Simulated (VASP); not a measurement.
Input of a VASP 6.6.1 run:

The input POSCAR:

```
WC
1.0
    2.9120947902      0.0000000000      0.0000000000
   -1.4560473951      2.5219480665      0.0000000000
    0.0000000000      0.0000000000      2.8361999549
W C
1 1
Direct
    0.0000000000      0.0000000000      0.0000000000
    0.6666666667      0.3333333333      0.5000000000
```

File INCAR.step1:

```
  PREC = Accurate
  ENCUT = 520
  ISMEAR = 0
  SIGMA = 0.15
  LREAL = F
  LASPH = T
  NELM = 60
  NBANDS = 16
  GGA = PE
  ALGO = Normal
  EDIFF = 1E-4
  LWAVE = T
  LCHARG = F
```

File INCAR.step2:

```
  PREC = Accurate
  ENCUT = 520
  EDIFF = 1E-6
  ISMEAR = 0
  SIGMA = 0.15
  LREAL = F
  LASPH = T
  NELM = 60
  ALGO = Normal
  ISIF = 2
  LWAVE = F
  LCHARG = F
  METAGGA = R2SCAN
  LMIXTAU = T
  NBANDS = 16
  ISTART = 1
```

Contents of KPOINTS:

```
regular mesh
0
Gamma
  24 24 22
```

Potentials or basis: VASP PAW PBE potentials, release 64 (W_sv, C).

Launch:

```bash
$ cat potpaw_PBE.64/W_sv/POTCAR potpaw_PBE.64/C/POTCAR > POTCAR
$ cp INCAR.step1 INCAR
$ mpirun -np 1 vasp_std > vasp.out
$ cp INCAR.step2 INCAR
$ mpirun -np 1 vasp_std > vasp.out
```

Problem. What does it give for the band gap on the k mesh?

Solution. Zero (bands 9 and 10 overlap by 1.34 eV).

Problem. What does it give for the pressure?

Solution. 1.9 GPa.

Caveat: the PAW data sets were made with another functional, which shifts forces and pressure a little; spin-orbit coupling is left out, which moves the levels of the heavy elements.
